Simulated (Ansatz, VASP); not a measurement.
## One calculation of TiO2, two programs

The input POSCAR:

```
TiO2
1.0
    4.5969450695      0.0000000000      0.0000000000
    0.0000000000      4.5969450695      0.0000000000
    0.0000000000      0.0000000000      2.9535431401
Ti O
2 4
Direct
    0.0000000000      0.0000000000      0.0000000000
    0.5000000000      0.5000000000      0.5000000000
    0.3046314432      0.3046314432      0.0000000000
    0.1953685568      0.8046314432      0.5000000000
    0.6953685568      0.6953685568      0.0000000000
    0.8046314432      0.1953685568      0.5000000000
```

The input INCAR.step1:

```
PREC = Accurate
ENCUT = 520
ISMEAR = 0
SIGMA = 0.01
LREAL = F
LASPH = T
NELM = 80
NBANDS = 33
GGA = PE
ALGO = Normal
EDIFF = 1E-4
LWAVE = T
LCHARG = F
```

INCAR.step2

```
PREC = Accurate
ENCUT = 520
EDIFF = 1E-7
ISMEAR = 0
SIGMA = 0.01
LREAL = F
LASPH = T
NELM = 80
ALGO = Normal
ISIF = 2
LWAVE = F
LCHARG = F
METAGGA = R2SCAN
LMIXTAU = T
NBANDS = 33
ISTART = 1
```

The input KPOINTS:

```
Automatic mesh
0
Gamma
  4 4 6
```

Input for Ansatz:

```yaml
crystal:
  lattice:
    - [4.59694506949, 0.0, 0.0]
    - [0.0, 4.59694506949, 0.0]
    - [0.0, 0.0, 2.95354314008]
  atoms:
    - { symbol: Ti, position: [0.0, 0.0, 0.0] }
    - { symbol: Ti, position: [0.5, 0.5, 0.5] }
    - { symbol: O, position: [0.304631443158, 0.304631443158, 0.0] }
    - { symbol: O, position: [0.195368556842, 0.804631443158, 0.5] }
    - { symbol: O, position: [0.695368556842, 0.695368556842, 0.0] }
    - { symbol: O, position: [0.804631443158, 0.195368556842, 0.5] }
kpoints:
  mp_grid: { grid: [4, 4, 6] }
scf:
  occupations: { method: fixed }
  convergence: { dr2_threshold: 1.0e-10 }
hamiltonian:
  xc: r2scan
  pseudopotentials: { kind: paw }
output:
  forces: true
  stress: true
  eigenstates:
    kpoints:
      - [0.0, 0.0, 0.0]
      - [0.5, 0.5, 0.0]
      - [0.0, 0.5, 0.5]
      - [0.5, 0.0, 0.5]
      - [0.0, 0.0, -0.5]
      - [-0.5, -0.5, -0.5]
      - [0.0, -0.5, 0.0]
      - [-0.5, 0.0, 0.0]
  eigenvalues: true
```

Change from the starting cell: unstrained.

Alike in both runs: task single point; functional r2SCAN; k mesh 4 × 4 × 6; no spin polarisation.

```csv
,VASP,Ansatz
version,VASP 6.6.1,Ansatz 0.2.0
potentials or method,"VASP PAW PBE potentials, release 64 (Ti_sv, O)","PAW with Ansatz's default frozen-core files, scalar-relativistic"
plane-wave cutoff (eV),520,500
occupations,"gaussian, width 0.01 eV",fixed
valence electrons in the cell,48,48
```

```tsv
	VASP	Ansatz	Ansatz less VASP
gap on the k mesh at the Fermi level (eV)	2.23	2.22	-0.009
pressure (GPa)	1.3	0.0	-1.26
traceless stress, the component that is largest in VASP (GPa)	0.50	0.03	-0.465
rms of the force components (eV/Å)	0.017	0.001	-0.0159
```

VASP's potentials were made for PBE, not for r2SCAN. Atom by atom the forces differ by 0.016 eV/Å (rms over components).
